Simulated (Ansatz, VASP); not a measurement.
WS: VASP beside Ansatz

```
W S
1.0
     0.00000    2.44906    2.44906
     2.44906    0.00000    2.44906
     2.44906    2.44906    0.00000
W S
1 1
Direct
  0.00000 0.00000 0.00000
  0.50000 0.50000 0.50000
```

Alike in both runs: task relaxation of cell and atoms; functional PBEsol; k mesh 14 × 14 × 14; occupations gaussian, width 0.1 eV; no spin polarisation.

```csv
,VASP,Ansatz
version,VASP 6.6.1,Ansatz 0.2.0
potentials or method,"VASP PAW PBE potentials, release 64 (W_sv, S), cutoff 600 eV","scalar-relativistic, plane waves, PAW"
valence electrons in the cell,20,20
```

```csv
,VASP,Ansatz,Ansatz less VASP
"gap on the k mesh at the Fermi level, each at its own relaxed structure (eV)",none,none,-
relaxed volume (Å³/atom),14.75,14.70,-0.043
relaxed length of the cell vector where the two differ most in proportion (Å),3.468,3.465,-0.0034
```

VASP's potentials were made for PBE, not for PBEsol. A gap of «none» marks a metal or a gap that the smearing closes.

Neither program's run includes spin-orbit coupling.
